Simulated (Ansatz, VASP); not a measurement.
# Two plane-wave programs on BN

```
CELL_PARAMETERS angstrom
2.50164 0.00000 0.00000
-1.25082 2.16648 0.00000
0.00000 0.00000 7.36932
ATOMIC_POSITIONS crystal
B 0.66667 0.33333 0.75000
B 0.33333 0.66667 0.25000
N 0.00000 0.00000 0.75000
N 0.00000 0.00000 0.25000
```

Alike in both runs: task electric field gradients; functional PBE; k mesh 13 × 13 × 4; occupations fermi-dirac, width 0.02 eV; no spin polarisation.

```csv
,VASP,Ansatz
version,VASP 6.6.1,Ansatz 0.2.0
potentials or method,"VASP PAW PBE potentials, release 64 (B, N)","plane-wave PAW, scalar-relativistic"
plane-wave cutoff (eV),520,420
valence electrons in the cell,16,16
```

|  | VASP | Ansatz | Ansatz less VASP |
| --- | --- | --- | --- |
| gap on the k mesh at the Fermi level (eV) | 3.98 | 3.99 | +0.007 |
| pressure (GPa) | 3.2 | 3.1 | -0.05 |
| traceless stress, the component that is largest in VASP (GPa) | -1.66 | -1.46 | +0.205 |
| size of Vzz on the site where it differs most (V/Å²) | 34.8 | 28.8 | -5.97 |

With one functional, cell and mesh, what is left measures potentials, basis and numerics.
